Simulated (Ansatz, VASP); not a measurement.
**Two plane-wave programs on Hf2Br**

```xyz
3
Lattice="0.0000 3.2290 3.2290 3.2290 0.0000 3.2290 3.2290 3.2290 0.0000" Properties=species:S:1:pos:R:3 pbc="T T T"
Hf    1.6145    1.6145    1.6145
Hf    4.8434    4.8434    4.8434
Br    0.0000    0.0000    0.0000
```

Alike in both runs: task relaxation of cell and atoms; functional PBE; k mesh 12 × 12 × 12; occupations gaussian, width 0.1 eV; no spin polarisation.

|  | VASP | Ansatz |
| --- | --- | --- |
| version | VASP 6.6.1 | Ansatz 0.2.0 |
| potentials or method | VASP PAW PBE potentials, release 64 (Hf_pv, Br), cutoff 600 eV | scalar-relativistic, plane waves, PAW |
| valence electrons in the cell | 27 | 59 |

Ansatz gave:

- gap on the k mesh at the Fermi level, each at its own relaxed structure (eV): none
- relaxed volume (Å³/atom): 22.92
- relaxed cell length with the largest relative difference (Å): 4.599

Problem. Estimate VASP's values.

Solution. gap on the k mesh at the Fermi level, each at its own relaxed structure (eV): none; relaxed volume (Å³/atom): 22.77; relaxed cell length with the largest relative difference (Å): 4.588.

A gap of «none» marks a metal or a gap that the smearing closes. VASP's potentials hold 27 valence electrons a cell and Ansatz's 59, so a difference there can come from the potentials and not from the codes.

Spin-orbit coupling is off throughout.
